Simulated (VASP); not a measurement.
# Zr16S31 (a cell with a defect) in VASP: single point with PBE

Aim: the single point of Zr16S31 (a cell with a defect) with PBE.

Program: VASP 6.6.1. These are calculated values, not measurements. Logs are shortened: lines on timing, memory, paths and dates and some standing lists are left out, and cuts for length are marked.

**1. The cell of the first run**

The cell holds a defect, 47 atoms: a = 11.863 Å, b = 11.863 Å, c = 11.863 Å, α = 103.18°, β = 110.55°, γ = 114.90°.

**2. Single point, PBE (atoms taken out, then relaxed in part)**

Input file INCAR:

```
SYSTEM = Zr16S31
PREC = Accurate
ENCUT = 400
EDIFF = 1E-6
ISMEAR = 0
SIGMA = 0.01
LREAL = Auto
LASPH = .True.
NELM = 120
ALGO = Normal
ISIF = 2
LWAVE = .False.
LCHARG = .True.
GGA = PE
LVHAR = .True.
NBANDS = 218
GGA_COMPAT = .False.
KPAR = 2
NCORE = 2
```

Input file KPOINTS:

```
Automatic mesh
0
Gamma
  2 2 2
  0.5 0.5 0.5
```

Input file POSCAR:

```
Zr16S31
1.0
   -7.3704169100     -6.3829682806      6.7579064893
    7.3704169100     -6.3829682806     -6.7579064893
    7.3704169100      6.3829682806      6.7579064893
Zr S
16 31
Direct
    0.7488206171      0.8791135061      0.1226798963
    0.4992645661      0.5103037826     -0.0009487989
    0.7488206171      0.1261407208      0.3697071110
    0.4952100696      0.7524782442      0.2427318254
    0.2449524972      0.3807053602      0.1254050529
    0.7392992844      0.3640359136      0.6179451309
    0.0011310860     -0.0004963290      0.0007235488
    0.4992645661      0.0002133650      0.4889607835
    0.2449524972      0.6195474443      0.3642471369
    0.7392992844      0.6213541535      0.8752633707
   -0.0024270177      0.2495545596      0.2480184226
    0.4972663295      0.2475950302      0.7496712994
    0.2828936348      0.8684202852      0.6271262606
    0.0011310860      0.5004075371      0.5016274150
    0.2828936348      0.1557673743      0.9144733496
   -0.0044080333      0.7244458162      0.7711461505
    0.8162413564      0.5495469191      0.5291434003
    0.0680363416      0.1655735978      0.8919463123
    0.8162413564      0.7870979560      0.7666944372
    0.5528643336      0.4118673970      0.6409969366
    0.0513842314      0.4156084121      0.1357758193
    0.3048000008      0.0318514190      0.5210483164
    0.8094228396      0.0422247940      0.0126829365
    0.5524794961      0.6673975568      0.8857588382
    0.0680363416      0.6760900293      0.4024627438
    0.3048000008      0.2837516844      0.7729485818
    0.8094228396      0.2967399031      0.2671980456
    0.5558201221      0.9193824079      0.1364377142
    0.3030230249      0.5417057633      0.0115199821
    0.5524794961      0.1667206579      0.3850819393
    0.3030230249      0.7915030428      0.2613172616
    0.6884648080      0.7109211722      0.2300394532
    0.4572494884      0.3527115687      0.1273060815
    0.6884648080      0.9584253548      0.4775436359
    0.4402960642      0.5861117591      0.3541843051
    0.1899336024      0.2107398121      0.2313516130
    0.6880108071      0.2055859569      0.7291713830
    0.9373625738      0.8324240044      0.1059803359
    0.4572494884      0.8299434069      0.6045379197
    0.1899336024      0.4585819895      0.4791937903
    0.6880108071      0.4588394242      0.9824248502
    0.9393042006      0.0835857970      0.3557184036
    0.4340842292      0.0777262859      0.8563579433
    0.1917918010      0.7149268258      0.7350889017
    0.9373625738      0.3313822379      0.6049385694
    0.1917918010      0.9567028993      0.9768649752
    0.9347413751      0.5680765346      0.8666648405
```

Potentials or basis: VASP PAW PBE potentials, release 64 (Zr_sv, S).

Run with:

```console
$ cat potpaw_PBE.64/Zr_sv/POTCAR potpaw_PBE.64/S/POTCAR > POTCAR
$ mpirun -np 4 vasp_std > vasp.out
```

OUTCAR:

```text
SYSTEM = Zr16S31
   PREC = Accurate
   ENCUT = 400
   EDIFF = 1E-6
   ISMEAR = 0
   LREAL = Auto
   LASPH = .True.
   NELM = 120
   ISIF = 2
   GGA = PE

 ion  position               nearest neighbor table
   1  0.749  0.879  0.123-  42 2.56  23 2.57  28 2.58  38 2.58  32 2.59  24 2.63   2 3.63  11 3.64
                             3 3.64  10 3.66   7 3.67   4 3.68
   2  0.499  0.510  0.999-  32 2.53  24 2.53  29 2.55  41 2.61  26 2.62  33 2.67  15 3.53  10 3.56
                             4 3.61   1 3.63   5 3.75  12 3.76
   3  0.749  0.126  0.370-  42 2.56  27 2.57  28 2.58  45 2.58  34 2.59  30 2.63   8 3.63  11 3.64
                             1 3.64   6 3.66  14 3.67   4 3.68
   4  0.495  0.752  0.243-  28 2.57  29 2.58  31 2.58  32 2.58  34 2.58  35 2.60   8 3.61   2 3.61
                             9 3.67   5 3.67   1 3.68   3 3.68
   5  0.245  0.381  0.125-  21 2.54  35 2.55  29 2.58  36 2.59  18 2.60  33 2.67  15 3.51   9 3.52
                            11 3.65   4 3.67   7 3.73   2 3.75
   6  0.739  0.364  0.618-  37 2.53  30 2.53  45 2.59  20 2.59  17 2.61  47 2.68  16 3.53   8 3.56
                             3 3.66  12 3.66  14 3.74  10 3.79
   7  0.001  1.000  0.001-  38 2.57  23 2.57  36 2.57  18 2.60  19 2.60  46 2.61   1 3.67  11 3.69
                            15 3.70  16 3.70   5 3.73  10 3.74
   8  0.499  0.000  0.489-  34 2.53  30 2.53  31 2.55  37 2.61  22 2.62  39 2.67  13 3.53   6 3.56
                             4 3.61   3 3.63   9 3.75  12 3.76
   9  0.245  0.620  0.364-  21 2.54  35 2.55  31 2.58  40 2.59  25 2.60  39 2.67  13 3.51   5 3.52
                            11 3.65   4 3.67  14 3.73   8 3.75
  10  0.739  0.621  0.875-  41 2.53  24 2.53  38 2.59  20 2.59  19 2.61  47 2.68  16 3.53   2 3.56
                             1 3.66  12 3.66   7 3.74   6 3.79
  11  0.998  0.250  0.248-  42 2.57  36 2.57  40 2.57  23 2.59  27 2.59  21 2.61   1 3.64   3 3.64
                             5 3.65   9 3.65   7 3.69  14 3.69
[... 39 lines left out ...]
  46  0.192  0.957  0.977-  15 2.55  16 2.55   7 2.61
  47  0.935  0.568  0.867-  16 2.38  10 2.68   6 2.68

  LATTYP: Found a body centered orthorhombic cell.
 ALAT       =    12.7659365612
 B/A-ratio  =     1.0587404155
 C/A-ratio  =     1.1547005384

  Lattice vectors:

 A1 = (  -7.3704169100,   6.3829682806,   6.7579064893)
 A2 = (  -7.3704169100,  -6.3829682806,  -6.7579064893)
 A3 = (   7.3704169100,  -6.3829682806,   6.7579064893)

Analysis of symmetry for initial positions (statically):
=====================================================================
 Subroutine PRICEL returns:
 Original cell was already a primitive cell.

 Routine SETGRP: Setting up the symmetry group for a
 body centered orthorhombic supercell.

 Subroutine GETGRP returns: Found  2 space group operations
 (whereof  1 operations were pure point group operations)
 out of a pool of  8 trial point group operations.

The static configuration has the point symmetry C_1 .
 The point group associated with its full space group is C_1h.

Analysis of symmetry for dynamics (positions and initial velocities):
=====================================================================
 Subroutine PRICEL returns:
 Original cell was already a primitive cell.

 Routine SETGRP: Setting up the symmetry group for a
 body centered orthorhombic supercell.

 Subroutine GETGRP returns: Found  2 space group operations
 (whereof  1 operations were pure point group operations)
 out of a pool of  8 trial point group operations.

The dynamic configuration has the point symmetry C_1 .
 The point group associated with its full space group is C_1h.

 Subroutine INISYM returns: Found  2 space group operations
 (whereof  1 operations are pure point group operations),
 and found     1 'primitive' translations

----------------------------------------------------------------------------------------

                                     Primitive cell

  volume of cell :    1271.7066

  direct lattice vectors                    reciprocal lattice vectors
    -7.370416910 -6.382968281  6.757906489     0.000000000 -0.078333461  0.073987410
     7.370416910 -6.382968281 -6.757906489     0.067838768 -0.078333461  0.000000000
     7.370416910  6.382968281  6.757906489     0.067838768  0.000000000  0.073987410

  length of vectors
    11.863162716 11.863162716 11.863162716     0.107750954  0.103625429  0.100380453

  position of ions in fractional coordinates (direct lattice)
     0.748820617  0.879113506  0.122679896
     0.499264566  0.510303783  0.999051201
     0.748820617  0.126140721  0.369707111
     0.495210070  0.752478244  0.242731825
     0.244952497  0.380705360  0.125405053
     0.739299284  0.364035914  0.617945131
[... 39 lines left out ...]
     0.191791801  0.956702899  0.976864975
     0.934741375  0.568076535  0.866664841

  ion indices of the primitive-cell ions
   primitive index   ion index
                 1           1
                 2           2
                 3           3
                 4           4
                 5           5
                 6           6
[... 39 lines left out ...]
                46          46
                47          47

----------------------------------------------------------------------------------------

 KPOINTS: Automatic mesh

Automatic generation of k-mesh.
 Grid dimensions read from file:
 generate k-points for:    2    2    2

 Generating k-lattice:

  Cartesian coordinates                     Fractional coordinates (reciprocal lattice)
     0.000000000 -0.039166731  0.036993705     0.500000000  0.000000000  0.000000000
     0.033919384 -0.039166731  0.000000000     0.000000000  0.500000000  0.000000000
     0.033919384  0.000000000  0.036993705     0.000000000  0.000000000  0.500000000

  Length of vectors
     0.053875477  0.051812715  0.050190226

  Shift w.r.t. Gamma in fractional coordinates (k-lattice)
     0.500000000  0.500000000  0.500000000

 Subroutine IBZKPT returns following result:
 ===========================================

 Found      4 irreducible k-points:

 Following reciprocal coordinates:
            Coordinates               Weight
  0.250000  0.250000  0.250000      2.000000
 -0.250000  0.250000  0.250000      2.000000
  0.250000 -0.250000  0.250000      2.000000
 -0.250000 -0.250000  0.250000      2.000000
   k-points           NKPTS =      4   k-points in BZ     NKDIM =      4   number of bands    NBANDS=    218
   number of dos      NEDOS =    301   number of ions     NIONS =     47
   total plane-waves  NPLWV = 512000
   dimension x,y,z NGX =    80 NGY =   80 NGZ =   80
   dimension x,y,z NGXF=   160 NGYF=  160 NGZF=  160
   ions per type =              16  31
   NGX,Y,Z   is equivalent  to a cutoff of  11.21, 11.21, 11.21 a.u.
   NGXF,Y,Z  is equivalent  to a cutoff of  22.42, 22.42, 22.42 a.u.
 SYSTEM =  Zr16S31
   PREC   = accura    normal or accurate (medium, high low for compatibility)
   ISTART =      0    job   : 0-new  1-cont  2-samecut
   ICHARG =      2    charge: 1-file 2-atom 10-const
   ISPIN  =      1    spin polarized calculation?
   LNONCOLLINEAR =      F non collinear calculations
   LSORBIT =      F    spin-orbit coupling
   LASPH  =      T    aspherical Exc in radial PAW
   ENCUT  =  400.0 eV  29.40 Ry    5.42 a.u.  19.35 19.35 19.35*2*pi/ulx,y,z
   NELM   =    120;   NELMIN=  2; NELMDL= -5     # of ELM steps
   EDIFF  = 0.1E-05   stopping-criterion for ELM
   LREAL  =      T    real-space projection
   EDIFFG = 0.1E-04   stopping-criterion for IOM
   NSW    =      0    number of steps for IOM
   IBRION =     -1    ionic relax: 0-MD 1-quasi-New 2-CG
   NFREE  =      0    steps in history (QN), initial steepest desc. (CG)
   ISIF   =      2    stress and relaxation
   ISYM   =      2    0-nonsym 1-usesym 2-fastsym
   POTIM  = 0.5000    time-step for ionic-motion
   TEBEG  =    0.0;   TEEND  =   0.0 temperature during run
   PSTRESS=    0.0 pullay stress
   NELECT =     378.0000    total number of electrons
   NUPDOWN=      -1.0000    fix difference up-down
   EMIN   =  10.00;   EMAX   =-10.00  energy-range for DOS
   EFERMI =   0.00;   METHOD = LEGACY
   ISMEAR =     0;   SIGMA  =   0.01  broadening in eV -4-tet -1-fermi 0-gaus
   EFERMI_NEDOS =   21; number of points for ismear=-14 and -15
   IALGO  =     38    algorithm
   IMIX   =      4    mixing-type and parameters
     AMIX     =   0.40;   BMIX     =  1.00
     AMIX_MAG =   1.60;   BMIX_MAG =  1.00
  volume/ion in A,a.u.               =      27.06       182.59
  Fermi-wavevector in a.u.,A,eV,Ry     =   1.092555  2.064629 16.240940  1.193675
  Thomas-Fermi vector in A             =   2.228822
   LORBIT       =      0    0 simple, 1 ext, 2 COOP (PROOUT), +10 PAW based schemes
   GGA     = PE    functional components
   LHFCALC =     F    Hartree Fock is set to
   AEXX    =    0.0000 exact exchange contribution
   IVDW    =     0    specifies the selected vdW correction
   LEPSILON=     F    determine dielectric tensor
   LRPA    =     F    only Hartree local field effects (RPA)
 non-spin polarized calculation
 Gauss-broadening in eV      SIGMA  =   0.01
  energy-cutoff  :      400.00
  volume of cell :     1271.71
 maximum number of plane-waves:     23112
 NGX is ok and might be reduce to    80
   NGX = 39   NGY = 39   NGZ = 39

 number of electron     377.9999999 magnetization

 Free energy of the ion-electron system (eV)
  ---------------------------------------------------
  ext. energy  EPLUGINS =         0.00000000
  ---------------------------------------------------
  free energy    TOTEN  =      -336.26125126 eV

  energy without entropy =     -336.25907677  energy(sigma->0) =     -336.26016401

 E-fermi :   4.0734     XC(G=0):  -8.5356

 val. band max:        4.0648355536   @ k =   0.2500  -0.2500   0.2500
 cond. band min:       4.0796602781   @ k =  -0.2500   0.2500   0.2500
 fundamental gap:      0.0148247245
 Fermi energy:         4.0734467419

 k-point     1 :       0.2500    0.2500    0.2500
  band No.  band energies     occupation
      1     -46.0341      2.00000
      2     -46.0340      2.00000
      3     -46.0022      2.00000
      4     -45.9573      2.00000
      5     -45.9544      2.00000
      6     -45.9482      2.00000
[... 805 lines left out ...]
    200       4.7478      0.00000
    201       4.8208      0.00000
 [bands above 201 left out]

------------------------ aborting loop because EDIFF is reached ----------------------------------------

  FORCE on cell =-STRESS in cart. coord.  units (eV):
  Direction    XX          YY          ZZ          XY          YZ          ZX
  --------------------------------------------------------------------------------------
  -------------------------------------------------------------------------------------
  Total       -1.7999356     -1.2426415     -0.2089687      0.0000000      0.0279564      0.0000000
  in kB       -2.2676741     -1.5655593     -0.2632721      0.0000000      0.0352213      0.0000000
  external PRESSURE =      -1.3655019 kB  Pullay stress =       0.0000000 kB

 VOLUME and BASIS-vectors are now :
 -----------------------------------------------------------------------------
  energy-cutoff  :      400.00
  volume of cell :     1271.71
      direct lattice vectors                 reciprocal lattice vectors
    -7.370416910 -6.382968281  6.757906489     0.000000000 -0.078333461  0.073987410
     7.370416910 -6.382968281 -6.757906489     0.067838768 -0.078333461  0.000000000
     7.370416910  6.382968281  6.757906489     0.067838768  0.000000000  0.073987410

 POSITION                                       TOTAL-FORCE (eV/Angst)
 -----------------------------------------------------------------------------------
      1.86451     -9.60799     -0.05145        -0.000400      0.001156      0.001046
      7.44479     -0.06713      6.67689         0.001230     -0.001365     -0.000033
     -1.86451     -3.22502      6.70646         0.000400      0.001156      0.001046
      3.68521     -6.41461     -0.09824        -0.000000     -0.000006     -0.000038
      1.92484     -3.19310     -0.06993        -0.001032      0.000183     -0.000129
      1.78867     -3.09823      6.71201         0.000433      0.000397      0.000558
[... 39 lines left out ...]
     12.83762     -1.09551      1.43236         0.002925      0.001065      0.007378
      3.68521     -4.06054      8.33473         0.000000      0.001196      0.004412
 -----------------------------------------------------------------------------------
    total drift:                               -0.000019     -0.000373     -0.014433

  FREE ENERGIE OF THE ION-ELECTRON SYSTEM (eV)
  ---------------------------------------------------
  free  energy   TOTEN  =      -336.2612512602 eV

  energy  without entropy=     -336.2590767697  energy(sigma->0) =     -336.26016401
```

It took 7.6 min on 4 MPI ranks of AMD EPYC 7R43 (Zen 3), shared host; peak memory 0.66 GiB.

Results:

```
Free energy            : -336.2613 eV
Pressure               : -0.1 GPa
Largest force          : 0.011 eV/Å
Band gap on the k mesh : zero (bands 189 and 190 overlap by 0.11 eV)
```

Forces in eV/Å, atoms in the order of the input:
```
Zr   0.000  0.001  0.001
Zr   0.001 -0.001  0.000
Zr   0.000  0.001  0.001
Zr   0.000  0.000  0.000
Zr  -0.001  0.000  0.000
Zr   0.000  0.000  0.001
Zr  -0.004 -0.001  0.000
Zr  -0.001 -0.001  0.000
Zr   0.001  0.000  0.000
Zr   0.000  0.000  0.001
Zr   0.000 -0.001  0.003
Zr   0.000  0.000  0.001
Zr   0.004  0.000 -0.001
Zr   0.004 -0.001  0.000
Zr  -0.004  0.000 -0.001
Zr   0.000  0.003 -0.001
S    0.001  0.001 -0.008
S   -0.001 -0.003 -0.010
S   -0.001  0.001 -0.008
S    0.000  0.001 -0.009
S    0.000  0.000 -0.008
S   -0.001  0.000 -0.011
S    0.001 -0.002 -0.010
S   -0.003  0.000 -0.008
S    0.001 -0.003 -0.010
S    0.001  0.000 -0.011
S   -0.001 -0.002 -0.010
S    0.000  0.000 -0.010
S    0.000  0.000 -0.009
S    0.003  0.000 -0.008
S    0.000  0.000 -0.009
S    0.001  0.001  0.009
S    0.001  0.000  0.006
S   -0.001  0.001  0.009
S    0.000  0.001  0.009
S    0.002  0.001  0.011
S    0.000 -0.001  0.009
S    0.000  0.001  0.010
S   -0.001  0.000  0.006
S   -0.002  0.001  0.011
S    0.000 -0.001  0.009
S    0.000  0.001  0.010
S    0.000 -0.002  0.008
S   -0.003  0.001  0.007
S    0.000  0.001  0.010
S    0.003  0.001  0.007
S    0.000  0.001  0.004
```

Levels at points of the mesh, in eV from the Fermi level:
| k point | band 185 | band 186 | band 187 | band 188 | band 189 | band 190 | band 191 | band 192 |
| --- | --- | --- | --- | --- | --- | --- | --- | --- |
| (0.25, 0.25, 0.25) | -1.84 | -1.74 | -1.70 | -1.63 | 0.10 | 0.11 | 0.12 | 0.24 |

Caveat: the cell differs from its parent crystal (atoms taken out, then relaxed in part).
